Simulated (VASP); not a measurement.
## TlSi: single point with PBEsol

The system is TlSi.

```
Tl Si
1.0
     3.53017    0.00000    0.00000
     0.00000    3.53017    0.00000
     0.00000    0.00000    3.53017
Tl Si
1 1
Direct
  0.00000 0.00000 0.00000
  0.50000 0.50000 0.50000
```

```yaml
Program: VASP 6.6.1
Task: single point
Functional: PBEsol
Potentials_or_basis: VASP PAW PBE potentials, release 64 (Tl_d, Si)
Cutoff: 500 eV
k_mesh: 5 × 5 × 5
Occupations: fermi-dirac, width 0.1 eV
Spin: no spin polarisation
```

* Pressure: -0.5 GPa

Levels at points of the mesh, in eV from the Fermi level:
| k point | band 6 | band 7 | band 8 | band 9 | band 10 | band 11 | band 12 | band 13 |
| --- | --- | --- | --- | --- | --- | --- | --- | --- |
| (0.00, 0.00, 0.00) | -11.38 | -1.25 | 0.00 | 0.00 | 0.00 | 4.75 | 4.75 | 10.53 |

It took 17 s on 1 thread of AMD EPYC 7R43 64-Core Processor (Zen 3), with other jobs on the host, peak memory 0.12 GiB.

Caveat: the PAW data sets were made with another functional, which shifts forces and pressure a little; spin-orbit coupling is left out, which moves the levels of the heavy elements.
